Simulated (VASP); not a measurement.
Input of a VASP 6.6.1 run:

INCAR

```
PREC = Accurate ; ENCUT = 520
EDIFF = 1E-6 ; ISMEAR = 0
SIGMA = 0.1 ; LREAL = False
LASPH = True ; NELM = 60
ALGO = Normal ; ISIF = 2
LWAVE = False ; LCHARG = False
GGA = PE ; NBANDS = 10
```

File KPOINTS:

```
Automatic mesh
0
Gamma
  6 6 6
```

POSCAR

```
Cl
1.0
    4.3495012314      0.0000000000      0.0000000000
   -2.1747506157      3.7667785602      0.0000000000
    0.0000000000      0.0000000000      2.2467140966
Cl
1
Direct
    0.0000000000      0.0000000000      0.0000000000
```

Potentials or basis: VASP PAW PBE potentials, release 64 (Cl).

Run with:

```sh
$ cat potpaw_PBE.64/Cl/POTCAR > POTCAR
$ mpirun -np 1 vasp_std > vasp.out
```

Q: Predict the pressure.

A: -0.1 GPa.

Q: What does it give for the band gap on the k mesh?

A: Zero (an odd number of electrons rules out a gap without spin polarisation).

Stress tensor (GPa, compression positive):
```
 0.03  0.00  0.00
 0.00  0.03  0.00
 0.00  0.00 -0.35
```

Caveat: the k points lie up to 0.47 Å⁻¹ apart, too coarse for converged energies and pressures of a metal; an odd number of electrons without spin polarisation forces a metal; a magnetic or distorted state may lie lower.
